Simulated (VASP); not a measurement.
# Sn3GeO8 in VASP: further runs

Sn3GeO8 is run at these levels: PBE; tasks: single point.

All numbers are computed with VASP 6.6.1; they aren't measurements. Logs are shortened: lines on timing, memory, paths and dates and some standing lists are left out, and cuts for length are marked.

### Step 1. The cell of the first run

It takes space group Cmmm (No. 65, orthorhombic). Conventional cell: a = 6.692 Å, b = 6.721 Å, c = 6.319 Å, α = 90.00°, β = 90.00°, γ = 90.00°. Within 2.7 Å of Sn (site symmetry mmm) lie 6 O at 2.06 to 2.10 Å. Sn (site symmetry mm2) has 6 O at 2.07 to 2.10 Å within 2.7 Å. Within 2.6 Å of Ge (site symmetry mmm) lie 6 O at 1.94 to 1.96 Å. O (site symmetry 2mm) has 1 Ge at 1.96 Å and 2 Sn at 2.07 Å within 2.6 Å. Within 2.7 Å of O (site symmetry 2mm) lie 3 Sn at 2.06 to 2.07 Å and 1 O at 2.57 Å. O (site symmetry m) has 1 Ge at 1.94 Å and 2 Sn at 2.10 Å and 1 O at 2.52 Å within 2.6 Å.

### Step 2. Single point, PBE

Input file INCAR:

```
PREC     = Accurate       # precision mode
ENCUT    = 520            # plane-wave cutoff, eV
EDIFF    = 1E-7           # SCF threshold, eV
ISMEAR   = 0              # smearing method
SIGMA    = 0.1            # smearing width, eV
LREAL    = F              # projectors in reciprocal space
LASPH    = T              # aspherical terms in the spheres
NELM     = 80             # most SCF steps
ALGO     = Normal         # electronic algorithm
ISIF     = 2              # what is computed and relaxed
LWAVE    = F              # write WAVECAR
LCHARG   = F              # write CHGCAR
GGA      = PE             # functional
NBANDS   = 64             # bands
```

Input file KPOINTS:

```
Automatic mesh
0
Gamma
  4 4 2
```

Input file POSCAR:

```
Sn3GeO8
1.0
    3.3457949000     -3.3604079000      0.0000000000
    3.3457949000      3.3604079000      0.0000000000
    0.0000000000      0.0000000000      6.3189488000
Sn Ge O
3 1 8
Direct
    0.5000000000      0.5000000000      0.5000000000
    0.0000000000      0.0000000000      0.7564890000
    0.0000000000      0.0000000000      0.2435110000
    0.5000000000      0.5000000000      0.0000000000
    0.2071970000      0.2071970000      0.0000000000
    0.1923320000      0.1923320000      0.5000000000
    0.7928030000      0.7928030000      0.0000000000
    0.8076680000      0.8076680000      0.5000000000
    0.6871980000      0.3128020000      0.7659830000
    0.6871980000      0.3128020000      0.2340170000
    0.3128020000      0.6871980000      0.7659830000
    0.3128020000      0.6871980000      0.2340170000
```

Potentials or basis: VASP PAW PBE potentials, release 64 (Sn_d, Ge_d, O).

The run is started by

```console
cat potpaw_PBE.64/Sn_d/POTCAR potpaw_PBE.64/Ge_d/POTCAR potpaw_PBE.64/O/POTCAR > POTCAR
mpirun -np 1 vasp_std > vasp.out
```

OUTCAR:

```text
PREC = Accurate
   ENCUT = 520
   EDIFF = 1E-7
   ISMEAR = 0
   LREAL = F
   LASPH = T
   NELM = 80
   ISIF = 2
   GGA = PE

 ion  position               nearest neighbor table
   1  0.500  0.500  0.500-   6 2.06   8 2.06   9 2.10  10 2.10  11 2.10  12 2.10   4 3.16   4 3.16
                             2 3.72   3 3.72   2 3.72   3 3.72   2 3.73   3 3.73   2 3.73   3 3.73
   2  0.000  0.000  0.756-   6 2.07   8 2.07   7 2.07   5 2.07   9 2.10  11 2.10   3 3.08   3 3.24
                             1 3.72   1 3.72   1 3.73   1 3.73
   3  0.000  0.000  0.244-   6 2.07   8 2.07   7 2.07   5 2.07  10 2.10  12 2.10   2 3.08   2 3.24
                             1 3.72   1 3.72   1 3.73   1 3.73
   4  0.500  0.500  0.000-   9 1.94  10 1.94  11 1.94  12 1.94   5 1.96   7 1.96   1 3.16   1 3.16

   5  0.207  0.207  0.000-   4 1.96   3 2.07   2 2.07
   6  0.192  0.192  0.500-   1 2.06   2 2.07   3 2.07
   7  0.793  0.793  0.000-   4 1.96   3 2.07   2 2.07
   8  0.808  0.808  0.500-   1 2.06   2 2.07   3 2.07
   9  0.687  0.313  0.766-   4 1.94   1 2.10   2 2.10
  10  0.687  0.313  0.234-   4 1.94   1 2.10   3 2.10
  11  0.313  0.687  0.766-   4 1.94   1 2.10   2 2.10
  12  0.313  0.687  0.234-   4 1.94   1 2.10   3 2.10

  LATTYP: Found a base centered orthorhombic cell.
 ALAT       =     6.6915898000
 B/A-ratio  =     1.0043675720
 C/A-ratio  =     0.9443120378

  Lattice vectors:

 A1 = (   3.3457949000,  -3.3604079000,   0.0000000000)
 A2 = (   3.3457949000,   3.3604079000,   0.0000000000)
 A3 = (   0.0000000000,   0.0000000000,   6.3189488000)

Analysis of symmetry for initial positions (statically):
=====================================================================
 Subroutine PRICEL returns:
 Original cell was already a primitive cell.

 Routine SETGRP: Setting up the symmetry group for a
 base centered orthorhombic supercell.

 Subroutine GETGRP returns: Found  8 space group operations
 (whereof  8 operations were pure point group operations)
 out of a pool of  8 trial point group operations.

The static configuration has the point symmetry D_2h.

Analysis of symmetry for dynamics (positions and initial velocities):
=====================================================================
 Subroutine PRICEL returns:
[... 125 lines left out ...]
   ISYM   =      2    0-nonsym 1-usesym 2-fastsym
   POTIM  = 0.5000    time-step for ionic-motion
   TEBEG  =    0.0;   TEEND  =   0.0 temperature during run
   PSTRESS=    0.0 pullay stress
   NELECT =     104.0000    total number of electrons
   NUPDOWN=      -1.0000    fix difference up-down
   EMIN   =  10.00;   EMAX   =-10.00  energy-range for DOS
   EFERMI =   0.00;   METHOD = LEGACY
   ISMEAR =     0;   SIGMA  =   0.10  broadening in eV -4-tet -1-fermi 0-gaus
   EFERMI_NEDOS =   21; number of points for ismear=-14 and -15
   IALGO  =     38    algorithm
   IMIX   =      4    mixing-type and parameters
     AMIX     =   0.40;   BMIX     =  1.00
     AMIX_MAG =   1.60;   BMIX_MAG =  1.00
  volume/ion in A,a.u.               =      11.84        79.91
  Fermi-wavevector in a.u.,A,eV,Ry     =   1.475357  2.788021 29.615521  2.176679
  Thomas-Fermi vector in A             =   2.590016
   LORBIT       =      0    0 simple, 1 ext, 2 COOP (PROOUT), +10 PAW based schemes
   GGA     = PE    functional components
   LHFCALC =     F    Hartree Fock is set to
   AEXX    =    0.0000 exact exchange contribution
   IVDW    =     0    specifies the selected vdW correction
   LEPSILON=     F    determine dielectric tensor
   LRPA    =     F    only Hartree local field effects (RPA)
 non-spin polarized calculation
 Gauss-broadening in eV      SIGMA  =   0.10
  energy-cutoff  :      520.00
  volume of cell :      142.09
 maximum number of plane-waves:      3850
   NGX = 17   NGY = 17   NGZ = 23

 number of electron     104.0000014 magnetization

 Free energy of the ion-electron system (eV)
  ---------------------------------------------------
  ext. energy  EPLUGINS =         0.00000000
  ---------------------------------------------------
  free energy    TOTEN  =       -74.86352930 eV

  energy without entropy =      -74.86352902  energy(sigma->0) =      -74.86352916

 E-fermi :   5.8877     XC(G=0): -11.1912

 val. band max:        5.5801271492   @ k =   0.0000   0.0000   0.0000
 cond. band min:       6.1951850891   @ k =   0.0000   0.0000   0.0000
 fundamental gap:      0.6150579399
 Fermi energy:         5.8876559530

 k-point     1 :       0.0000    0.0000    0.0000
  band No.  band energies     occupation
      1     -18.4834      2.00000
      2     -18.4796      2.00000
      3     -18.3244      2.00000
      4     -18.3122      2.00000
      5     -18.3021      2.00000
      6     -15.5671      2.00000
[... 927 lines left out ...]
     63      15.9093      0.00000
     64      15.9507      0.00000

------------------------ aborting loop because EDIFF is reached ----------------------------------------

  FORCE on cell =-STRESS in cart. coord.  units (eV):
  Direction    XX          YY          ZZ          XY          YZ          ZX
  --------------------------------------------------------------------------------------
  -------------------------------------------------------------------------------------
  Total        0.2920061      0.2714283      0.7373374      0.0000000      0.0000000      0.0000000
  in kB        3.2925800      3.0605502      8.3140133      0.0000000      0.0000000      0.0000000
  external PRESSURE =       4.8890478 kB  Pullay stress =       0.0000000 kB

 VOLUME and BASIS-vectors are now :
 -----------------------------------------------------------------------------
  energy-cutoff  :      520.00
  volume of cell :      142.09
      direct lattice vectors                 reciprocal lattice vectors
     3.345794900 -3.360407900  0.000000000     0.149441318 -0.148791461  0.000000000
     3.345794900  3.360407900  0.000000000     0.149441318  0.148791461  0.000000000
     0.000000000  0.000000000  6.318948800     0.000000000  0.000000000  0.158254170

 POSITION                                       TOTAL-FORCE (eV/Angst)
 -----------------------------------------------------------------------------------
      3.34579      0.00000      3.15947        -0.000000      0.000000      0.000000
      0.00000      0.00000      4.78022         0.000000      0.000000      0.007877
      0.00000      0.00000      1.53873        -0.000000      0.000000     -0.007877
      3.34579      0.00000      0.00000        -0.000000     -0.000000      0.000000
      1.38648      0.00000      0.00000         0.055183      0.000000      0.000000
      1.28701      0.00000      3.15947         0.015961      0.000000      0.000000
      5.30511      0.00000      0.00000        -0.055183      0.000000      0.000000
      5.40458      0.00000      3.15947        -0.015961      0.000000      0.000000
      3.34579     -1.25812      4.84021         0.000000     -0.010774      0.009546
      3.34579     -1.25812      1.47874         0.000000     -0.010774     -0.009546
      3.34579      1.25812      4.84021         0.000000      0.010774      0.009546
      3.34579      1.25812      1.47874         0.000000      0.010774     -0.009546
 -----------------------------------------------------------------------------------
    total drift:                                0.000000      0.000000      0.000000

  FREE ENERGIE OF THE ION-ELECTRON SYSTEM (eV)
  ---------------------------------------------------
  free  energy   TOTEN  =       -74.8635292988 eV

  energy  without entropy=      -74.8635290234  energy(sigma->0) =      -74.86352916
```

stdout:

```text
POSCAR found type information on POSCAR SnGeO
 POSCAR found :  3 types and      12 ions
 scaLAPACK will be used
 LDA part: xc-table for (Slater+PW92), standard interpolation
 POSCAR, INCAR and KPOINTS ok, starting setup
 FFT: planning ... GRIDC
 FFT: planning ... GRID_SOFT
 FFT: planning ... GRID
 WAVECAR not read
 entering main loop
```

Run time: 3.1 min. Hardware: 1 thread of Intel Xeon 8259CL, shared host; peak memory 0.29 GiB.

What came out:

* Free energy: -74.8635 eV
* Pressure: 0.5 GPa
* Largest force: 0.055 eV/Å
* Band gap on the k mesh: 0.62 eV

Forces on the atoms (eV/Å):
```
Sn   0.000  0.000  0.000
Sn   0.000  0.000  0.008
Sn   0.000  0.000 -0.008
Ge   0.000  0.000  0.000
O    0.055  0.000  0.000
O    0.016  0.000  0.000
O   -0.055  0.000  0.000
O   -0.016  0.000  0.000
O    0.000 -0.011  0.010
O    0.000 -0.011 -0.010
O    0.000  0.011  0.010
O    0.000  0.011 -0.010
```

Stress tensor (GPa, compression positive):
```
0.33 0.00 0.00
0.00 0.31 0.00
0.00 0.00 0.83
```

Caveat: the k points lie up to 0.50 Å⁻¹ apart; semilocal functionals underestimate gaps, and a narrow one can read as zero; spin-orbit coupling is left out, which moves the levels of the heavy elements.

### Step 3. Single point, PBE

Input file INCAR:

```
SYSTEM = Sn3GeO8
ALGO = Normal
EDIFF = 1E-6
ENCUT = 520
GGA = PE
ISIF = 2
ISMEAR = 0
LASPH = .TRUE.
LCHARG = .FALSE.
LREAL = .FALSE.
LWAVE = .FALSE.
NBANDS = 64
NELM = 60
PREC = Accurate
SIGMA = 0.1
```

Input file KPOINTS:

```
k-points
0
G
  4 4 2
  0 0 0
```

Input file POSCAR:

```
Sn3GeO8
1.0
    3.3442750751     -3.3587299157     -0.0004464906
    3.3422365210      3.3565688234      0.0000790478
   -0.0002388614      0.0004912076      6.3220322497
Sn Ge O
3 1 8
Direct
    0.4999929154      0.5000008824      0.4999979075
    0.0000409858      0.0000293245      0.7564940828
   -0.0000278449     -0.0000175458      0.2435168706
    0.5000178728      0.5000130040     -0.0000115985
    0.2069845609      0.2076702189      0.0000264230
    0.1920204298      0.1927647703      0.5000067077
    0.7930413981      0.7923177674     -0.0000269340
    0.8079552810      0.8072476867      0.4999942446
    0.6869242282      0.3123238156      0.7659613183
    0.6869429053      0.3123654275      0.2340682353
    0.3130415560      0.6876279133      0.7659345313
    0.3130657119      0.6876567349      0.2340382114
```

Potentials or basis: VASP PAW PBE potentials, release 64 (Sn_d, Ge_d, O).

The run is started by

```console
cat potpaw_PBE.64/Sn_d/POTCAR potpaw_PBE.64/Ge_d/POTCAR potpaw_PBE.64/O/POTCAR > POTCAR
mpirun -np 1 vasp_std > vasp.out
```

Run time: 3.5 min. Hardware: 1 thread of Intel Xeon 8259CL, shared host; peak memory 0.31 GiB.

It converged, with:

| Quantity | Value |
| --- | --- |
| Free energy | -74.8632 eV |
| Pressure | 0.6 GPa |
| Largest force | 0.047 eV/Å |
| Band gap on the k mesh | 0.62 eV |

Forces on the atoms (eV/Å):
```
Sn   0.000  0.000  0.000
Sn  -0.002  0.000  0.009
Sn   0.001  0.000 -0.010
Ge  -0.001  0.000  0.002
O    0.047  0.000  0.000
O    0.005 -0.001 -0.001
O   -0.047  0.001  0.001
O   -0.004  0.001  0.001
O    0.002 -0.001  0.011
O    0.002 -0.002 -0.012
O   -0.001  0.001  0.011
O   -0.001  0.002 -0.011
```

Stress tensor (GPa, compression positive):
```
 0.49  0.01  0.01
 0.01  0.51 -0.01
 0.01 -0.01  0.80
```

Levels at points of the mesh, in eV from the valence-band top:
| k point | band 49 | band 50 | band 51 | band 52 | band 53 | band 54 | band 55 | band 56 |
| --- | --- | --- | --- | --- | --- | --- | --- | --- |
| (0.00, 0.00, 0.00) | -1.20 | -0.78 | -0.70 | 0.00 | 0.62 | 5.17 | 5.58 | 5.70 |
| (0.50, 0.00, 0.00) | -1.04 | -0.73 | -0.64 | -0.58 | 3.78 | 3.95 | 5.72 | 5.80 |
| (0.00, 0.50, 0.00) | -1.04 | -0.73 | -0.64 | -0.57 | 3.77 | 3.94 | 5.72 | 5.80 |
| (0.50, 0.50, 0.00) | -1.02 | -0.90 | -0.78 | -0.75 | 3.92 | 4.14 | 4.35 | 4.38 |
| (0.00, 0.00, 0.50) | -0.77 | -0.72 | -0.69 | -0.32 | 3.15 | 3.35 | 6.10 | 6.56 |
| (0.50, 0.00, 0.50) | -1.02 | -0.91 | -0.76 | -0.66 | 4.90 | 4.96 | 4.96 | 5.00 |
| (0.00, 0.50, 0.50) | -1.02 | -0.90 | -0.76 | -0.66 | 4.90 | 4.96 | 4.96 | 4.99 |
| (0.50, 0.50, 0.50) | -0.82 | -0.80 | -0.79 | -0.74 | 4.29 | 4.40 | 4.58 | 4.76 |

Caveat: the k points lie up to 0.50 Å⁻¹ apart; semilocal functionals underestimate gaps, and a narrow one can read as zero; spin-orbit coupling is left out, which moves the levels of the heavy elements.

(Part 1 of 2 ends here.)
